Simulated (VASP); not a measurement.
Set up this calculation in VASP 6.6.1, as the native input.

```yaml
Task: single point
Functional: r2SCAN
Potentials_or_basis: VASP PAW PBE potentials, release 64 (Zr_sv)
Cutoff: 520 eV
k_mesh: 15 × 15 × 8
Occupations: gaussian, width 0.1 eV
Spin: no spin polarisation
Dipole_correction: no
Further_INCAR_settings: ALGO = Normal; EDIFF = 1e-06; NBANDS = 19
```

Crystal: Zr.

```xyz
2
Lattice="3.1748 0.0000 0.0000 -1.5874 2.7494 0.0000 0.0000 0.0000 5.0618" Properties=species:S:1:pos:R:3 pbc="T T T"
Zr    0.0000    1.8330    1.2655
Zr    1.5874    0.9165    3.7964
```

The input as run:

POSCAR

```
Zr
1.0
    3.1747660171      0.0000000000      0.0000000000
   -1.5873830086      2.7494280219      0.0000000000
    0.0000000000      0.0000000000      5.0618151391
Zr
2
Direct
    0.3333333333      0.6666666667      0.2500000000
    0.6666666667      0.3333333333      0.7500000000
```

INCAR.step1

```
  PREC = Accurate
  ENCUT = 520
  ISMEAR = 0
  SIGMA = 0.1
  LREAL = False
  LASPH = True
  NELM = 100
  NBANDS = 19
  GGA = PE
  ALGO = Normal
  EDIFF = 1E-4
  LWAVE = True
  LCHARG = False
```

INCAR.step2

```
  PREC = Accurate
  ENCUT = 520
  EDIFF = 1E-6
  ISMEAR = 0
  SIGMA = 0.1
  LREAL = False
  LASPH = True
  NELM = 100
  ALGO = Normal
  ISIF = 2
  LWAVE = False
  LCHARG = False
  METAGGA = R2SCAN
  LMIXTAU = True
  NBANDS = 19
  ISTART = 1
```

KPOINTS

```
regular mesh
0
Gamma
  15 15 8
```

Potentials or basis: VASP PAW PBE potentials, release 64 (Zr_sv).

Command:

```bash
$ cat potpaw_PBE.64/Zr_sv/POTCAR > POTCAR
$ cp INCAR.step1 INCAR
$ mpirun -np 1 vasp_std > vasp.out
$ cp INCAR.step2 INCAR
$ mpirun -np 1 vasp_std > vasp.out
```

Results of the run:

```yaml
Pressure: 6.5 GPa
Band_gap_on_the_k_mesh: zero (bands 12 and 13 overlap by 1.33 eV)
```

Caveat: the cell stands under pressure; the PAW data sets were made with another functional, which shifts forces and pressure a little.

It took 7.2 min on 1 thread of Intel Xeon 8259CL, with other jobs on the host, peak memory 0.23 GiB.
